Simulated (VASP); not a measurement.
# Ge2H in VASP: further runs

The runs below take Ge2H through single point, with PBE+D3(BJ).

Program: VASP 6.6.1. These are calculated values, not measurements. Logs are shortened: lines on timing, memory, paths and dates and some standing lists are left out, and cuts for length are marked.

## 1. The cell of the first run

The cell holds a slab with vacuum, 3 atoms: a = 4.023 Å, b = 4.023 Å, c = 17.684 Å, α = 90.00°, β = 90.00°, γ = 120.00°.

## 2. Single point, PBE+D3(BJ), collinear spin

File INCAR:

```
PREC = Accurate
ENCUT = 520
EDIFF = 1E-7
ISMEAR = 0
SIGMA = 0.1
LREAL = F
LASPH = T
NELM = 150
ALGO = Normal
ISIF = 2
LWAVE = F
LCHARG = F
ISPIN = 2
MAGMOM = 0 0 1
LORBIT = 11
LDIPOL = T
IDIPOL = 3
DIPOL = 0.5 0.5 0.314
GGA = PE
IVDW = 12
NBANDS = 26
```

File KPOINTS:

```
regular mesh
0
Gamma
  9 9 1
```

File POSCAR:

```
Ge2H
1.0
    4.0226895460      0.0000000000      0.0000000000
   -2.0113447730      3.4837513384      0.0000000000
    0.0000000000      0.0000000000     17.6842610184
Ge H
2 1
Direct
    0.3333333333      0.6666666667      0.2648830513
    0.6666666667      0.3333333333      0.2261898304
    0.5555555556      0.4444444444      0.4497932376
```

Potentials or basis: VASP PAW PBE potentials, release 64 (Ge_d, H).

On the command line:

```
> cat potpaw_PBE.64/Ge_d/POTCAR potpaw_PBE.64/H/POTCAR > POTCAR
> mpirun -np 1 vasp_std > vasp.out
```

OUTCAR:

```text
PREC = Accurate
   ENCUT = 520
   EDIFF = 1E-7
   ISMEAR = 0
   LREAL = F
   LASPH = T
   NELM = 150
   ISIF = 2
   ISPIN = 2
   LORBIT = 11
   GGA = PE
   IVDW = 12
 IVDW          = 12

 ion  position               nearest neighbor table
   1  0.333  0.667  0.265-   2 2.42   2 2.42   2 2.42
   2  0.667  0.333  0.226-   1 2.42   1 2.42   1 2.42
   3  0.556  0.444  0.450-

  LATTYP: Found a hexagonal cell.
 ALAT       =     4.0226895460
 C/A-ratio  =     4.3961287134

  Lattice vectors:

 A1 = (   4.0226895460,   0.0000000000,   0.0000000000)
 A2 = (  -2.0113447730,   3.4837513384,   0.0000000000)
 A3 = (   0.0000000000,   0.0000000000,  17.6842610184)

Analysis of symmetry for initial positions (statically):
=====================================================================
 Subroutine PRICEL returns:
 Original cell was already a primitive cell.

 Routine SETGRP: Setting up the symmetry group for a
 hexagonal supercell.

 Subroutine GETGRP returns: Found  2 space group operations
 (whereof  2 operations were pure point group operations)
 out of a pool of 24 trial point group operations.

The static configuration has the point symmetry C_1h.

Analysis of symmetry for dynamics (positions and initial velocities):
=====================================================================
 Subroutine PRICEL returns:
 Original cell was already a primitive cell.

 Routine SETGRP: Setting up the symmetry group for a
 hexagonal supercell.

 Subroutine GETGRP returns: Found  2 space group operations
 (whereof  2 operations were pure point group operations)
 out of a pool of 24 trial point group operations.

The dynamic configuration has the point symmetry C_1h.

Analysis of structural, dynamic, and magnetic symmetry:
=====================================================================
 Subroutine PRICEL returns:
 Original cell was already a primitive cell.

 Routine SETGRP: Setting up the symmetry group for a
 hexagonal supercell.

 Subroutine GETGRP returns: Found  2 space group operations
 (whereof  2 operations were pure point group operations)
 out of a pool of 24 trial point group operations.

The overall configuration has the point symmetry C_1h.

 Subroutine INISYM returns: Found  2 space group operations
 (whereof  2 operations are pure point group operations),
 and found     1 'primitive' translations

----------------------------------------------------------------------------------------

                                     Primitive cell

  volume of cell :     247.8281

  direct lattice vectors                    reciprocal lattice vectors
     4.022689546  0.000000000  0.000000000     0.248589902  0.143523447  0.000000000
    -2.011344773  3.483751338  0.000000000     0.000000000  0.287046894  0.000000000
     0.000000000  0.000000000 17.684261018     0.000000000  0.000000000  0.056547458

  length of vectors
     4.022689546  4.022689546 17.684261018     0.287046894  0.287046894  0.056547458

  position of ions in fractional coordinates (direct lattice)
     0.333333333  0.666666667  0.264883051
     0.666666667  0.333333333  0.226189830
     0.555555556  0.444444444  0.449793238

  ion indices of the primitive-cell ions
   primitive index   ion index
                 1           1
                 2           2
                 3           3

----------------------------------------------------------------------------------------

 KPOINTS: regular mesh

Automatic generation of k-mesh.
 Grid dimensions read from file:
 generate k-points for:    9    9    1

 Generating k-lattice:

  Cartesian coordinates                     Fractional coordinates (reciprocal lattice)
     0.027621100  0.015947050  0.000000000     0.111111111  0.000000000  0.000000000
     0.000000000  0.031894099  0.000000000     0.000000000  0.111111111  0.000000000
     0.000000000  0.000000000  0.056547458     0.000000000  0.000000000  1.000000000

  Length of vectors
     0.031894099  0.031894099  0.056547458

  Shift w.r.t. Gamma in fractional coordinates (k-lattice)
     0.000000000  0.000000000  0.000000000

 Subroutine IBZKPT returns following result:
 ===========================================

 Found     25 irreducible k-points:

 Following reciprocal coordinates:
            Coordinates               Weight
  0.000000  0.000000  0.000000      1.000000
  0.111111  0.000000  0.000000      4.000000
 -0.111111  0.111111  0.000000      2.000000
  0.222222  0.000000  0.000000      4.000000
 -0.222222  0.222222  0.000000      2.000000
  0.333333  0.000000  0.000000      4.000000
[... 16 lines left out ...]
 -0.222222 -0.444444  0.000000      4.000000
  0.444444  0.333333  0.000000      4.000000
   k-points           NKPTS =     25   k-points in BZ     NKDIM =     25   number of bands    NBANDS=     26
   number of dos      NEDOS =    301   number of ions     NIONS =      3
   total plane-waves  NPLWV = 126000
   dimension x,y,z NGX =    30 NGY =   30 NGZ =  140
   dimension x,y,z NGXF=    60 NGYF=   60 NGZF=  280
   ions per type =               2   1
   NGX,Y,Z   is equivalent  to a cutoff of  12.40, 12.40, 13.16 a.u.
   NGXF,Y,Z  is equivalent  to a cutoff of  24.80, 24.80, 26.32 a.u.
 SYSTEM =  unknown system
   PREC   = accura    normal or accurate (medium, high low for compatibility)
   ISTART =      0    job   : 0-new  1-cont  2-samecut
   ICHARG =      2    charge: 1-file 2-atom 10-const
   ISPIN  =      2    spin polarized calculation?
   LNONCOLLINEAR =      F non collinear calculations
   LSORBIT =      F    spin-orbit coupling
   LASPH  =      T    aspherical Exc in radial PAW
   ENCUT  =  520.0 eV  38.22 Ry    6.18 a.u.   7.48  7.48 32.88*2*pi/ulx,y,z
   NELM   =    150;   NELMIN=  2; NELMDL= -5     # of ELM steps
   EDIFF  = 0.1E-06   stopping-criterion for ELM
   LREAL  =      F    real-space projection
   EDIFFG = 0.1E-05   stopping-criterion for IOM
   NSW    =      0    number of steps for IOM
   IBRION =     -1    ionic relax: 0-MD 1-quasi-New 2-CG
   NFREE  =      0    steps in history (QN), initial steepest desc. (CG)
   ISIF   =      2    stress and relaxation
   ISYM   =      2    0-nonsym 1-usesym 2-fastsym
   POTIM  = 0.5000    time-step for ionic-motion
   TEBEG  =    0.0;   TEEND  =   0.0 temperature during run
   PSTRESS=    0.0 pullay stress
   NELECT =      29.0000    total number of electrons
   NUPDOWN=      -1.0000    fix difference up-down
   EMIN   =  10.00;   EMAX   =-10.00  energy-range for DOS
   EFERMI =   0.00;   METHOD = LEGACY
   ISMEAR =     0;   SIGMA  =   0.10  broadening in eV -4-tet -1-fermi 0-gaus
   EFERMI_NEDOS =   21; number of points for ismear=-14 and -15
   IALGO  =     38    algorithm
   IMIX   =      4    mixing-type and parameters
     AMIX     =   0.40;   BMIX     =  1.00
     AMIX_MAG =   1.60;   BMIX_MAG =  1.00
  volume/ion in A,a.u.               =      82.61       557.48
  Fermi-wavevector in a.u.,A,eV,Ry     =   0.800738  1.513176  8.723810  0.641182
  Thomas-Fermi vector in A             =   1.908092
   LORBIT       =     11    0 simple, 1 ext, 2 COOP (PROOUT), +10 PAW based schemes
   GGA     = PE    functional components
   LHFCALC =     F    Hartree Fock is set to
   AEXX    =    0.0000 exact exchange contribution
   IVDW    =    12    specifies the selected vdW correction
   LEPSILON=     F    determine dielectric tensor
   LRPA    =     F    only Hartree local field effects (RPA)
 spin polarized calculation
 Gauss-broadening in eV      SIGMA  =   0.10
  energy-cutoff  :      520.00
  volume of cell :      247.83
 maximum number of plane-waves:      6709
 NGX is ok and might be reduce to    30
   NGX = 15   NGY = 15   NGZ = 65

 dipolmoment           0.000000      0.000000     -0.000831 electrons x Angstroem

 number of electron      29.0000014 magnetization       0.9897150

 dipolmoment           0.000000      0.000000      0.005766 electrons x Angstroem

 Free energy of the ion-electron system (eV)
  ---------------------------------------------------
  ext. energy  EPLUGINS =         0.00000000
  ---------------------------------------------------
  free energy    TOTEN  =        -9.19946839 eV

  energy without entropy =       -9.19695731  energy(sigma->0) =       -9.19821285

 E-fermi :  -2.7296     XC(G=0):  -2.9330

 val. band max:       -2.7381114252   @ k =   0.3333   0.3333   0.0000
 cond. band min:      -2.7256150683   @ k =   0.3333   0.3333   0.0000
 fundamental gap:      0.0124963569
 Fermi energy:        -2.7296035526

 spin component 1

 k-point     1 :       0.0000    0.0000    0.0000
  band No.  band energies     occupation
      1     -27.2363      1.00000
      2     -27.2361      1.00000
      3     -27.1859      1.00000
      4     -27.1858      1.00000
      5     -27.1840      1.00000
      6     -27.1153      1.00000
[... 18 lines left out ...]
     25       5.6822      0.00000
     26       6.0121      0.00000
[... 644 lines left out ...]
      4     -27.1478      1.00000
      5     -27.1043      1.00000
      6     -27.0751      1.00000
[... 18 lines left out ...]
     25       5.5575      0.00000
     26       5.7495      0.00000

 [... further k-points ...]

 spin component 2

 k-point     1 :       0.0000    0.0000    0.0000
  band No.  band energies     occupation
      1     -27.2357      1.00000
      2     -27.2349      1.00000
      3     -27.1855      1.00000
      4     -27.1846      1.00000
      5     -27.1832      1.00000
      6     -27.1145      1.00000
[... 18 lines left out ...]
     25       6.1873      0.00000
     26       6.7116      0.00000
[... 644 lines left out ...]
      4     -27.1468      1.00000
      5     -27.1039      1.00000
      6     -27.0744      1.00000
[... 18 lines left out ...]
     25       6.0916      0.00000
     26       6.1428      0.00000

 [... further k-points ...]

------------------------ aborting loop because EDIFF is reached ----------------------------------------

 vacuum level on the upper side and lower side of the slab       (xc-potential included)        -0.031        -0.118

 Edisp (eV)   -0.34582

 E8    (eV) :    -0.1572

  FORCE on cell =-STRESS in cart. coord.  units (eV):
  Direction    XX          YY          ZZ          XY          YZ          ZX
  --------------------------------------------------------------------------------------
  -------------------------------------------------------------------------------------
  Total      -0.08380    -0.08795    -0.14727    -0.00359     0.01206    -0.02089
  in kB      -0.54177    -0.56856    -0.95209    -0.02319     0.07798    -0.13507
  external pressure =       -0.69 kB  Pullay stress =        0.00 kB

 VOLUME and BASIS-vectors are now :
 -----------------------------------------------------------------------------
  energy-cutoff  :      520.00
  volume of cell :      247.83
      direct lattice vectors                 reciprocal lattice vectors
     4.022689546  0.000000000  0.000000000     0.248589902  0.143523447  0.000000000
    -2.011344773  3.483751338  0.000000000     0.000000000  0.287046894  0.000000000
     0.000000000  0.000000000 17.684261018     0.000000000  0.000000000  0.056547458

 POSITION                                       TOTAL-FORCE (eV/Angst)
 -----------------------------------------------------------------------------------
     -0.00000      2.32250      4.68426        -0.000355      0.000205      0.038800
      2.01134      1.16125      4.00000         0.005602     -0.003234     -0.001629
      1.34090      1.54833      7.95426        -0.005247      0.003029     -0.037171
 -----------------------------------------------------------------------------------
    total drift:                                0.000008     -0.000005      0.001074

  FREE ENERGIE OF THE ION-ELECTRON SYSTEM (eV)
  ---------------------------------------------------
  free  energy   TOTEN  =        -9.5452859816 eV

  energy  without entropy=       -9.5427749043  energy(sigma->0) =       -9.54403044

 vacuum level on the upper side and lower side of the slab         1.759         1.658

 total charge

# of ion       s       p       d       tot
------------------------------------------
    1        1.181   1.144  10.006  12.331
    2        1.180   1.145  10.006  12.332
    3        0.379   0.000   0.000   0.380
--------------------------------------------------
tot          2.741   2.290  20.012  25.043

 magnetization (x)

# of ion       s       p       d       tot
------------------------------------------
    1        0.002  -0.005   0.000  -0.003
    2        0.001   0.009  -0.000   0.010
    3        0.377   0.000   0.000   0.378
--------------------------------------------------
tot          0.380   0.004   0.000   0.384
```

Wall time 16 min (1 thread of Oxide Virtual Turin-like, shared host); peak memory 0.54 GiB.

What came out:

- Free energy: -9.5453 eV
- Largest force: 0.039 eV/Å
- Band gap on the k mesh: 0.01 eV
- Net moment: 0.99 μB per cell
- Site moments: Ge -0.00, +0.01; H +0.38 μB
- Valence electrons inside the program's atomic spheres: Ge 12.33; H 0.38
- Dispersion energy per atom: -0.115 eV

Forces on the atoms (eV/Å):
```
Ge   0.000  0.000  0.039
Ge   0.006 -0.003 -0.002
H   -0.005  0.003 -0.037
```

Levels at points of the mesh, in eV from the valence-band top:
Spin up:
```tsv
k point	band 13	band 14	band 15	band 16	band 17	band 18
(0.00, 0.00, 0.00)	-3.09	-0.44	-0.44	0.61	2.57	3.92
```
Spin down:
```csv
k point,band 12,band 13,band 14,band 15,band 16,band 17
"(0.00, 0.00, 0.00)",-3.54,-0.43,-0.43,0.55,1.63,3.23
```

(Part 1 of 2 ends here.)

The gap in the log of VASP goes by the Fermi energy; the results here count the filled bands.